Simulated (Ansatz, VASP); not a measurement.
# CdO in VASP and in Ansatz

```
Cd O
1.0
     0.00000    2.34815    2.34815
     2.34815    0.00000    2.34815
     2.34815    2.34815    0.00000
Cd O
1 1
Direct
  0.00000 0.00000 0.00000
  0.50000 0.50000 0.50000
```

Alike in both runs: task single point; functional BLYP; k mesh 8 × 8 × 8; occupations gaussian, width 0.05 eV; no spin polarisation.

|  | VASP | Ansatz |
| --- | --- | --- |
| version | VASP 6.6.1 | Ansatz 0.2.0 |
| potentials or method | VASP PAW PBE potentials, release 64 (Cd, O), cutoff 600 eV | scalar-relativistic, plane waves, PAW |
| valence electrons in the cell | 18 | 26 |

```tsv
	VASP	Ansatz	Ansatz less VASP
gap on the k mesh at the Fermi level (eV)	none	none	-
pressure (GPa)	13.6	12.1	-1.55
```

VASP's potentials were made for PBE, not for BLYP. A gap of «none» marks a metal or a gap that the smearing closes. VASP's potentials hold 18 valence electrons a cell and Ansatz's 26, so a difference there can come from the potentials and not from the codes.
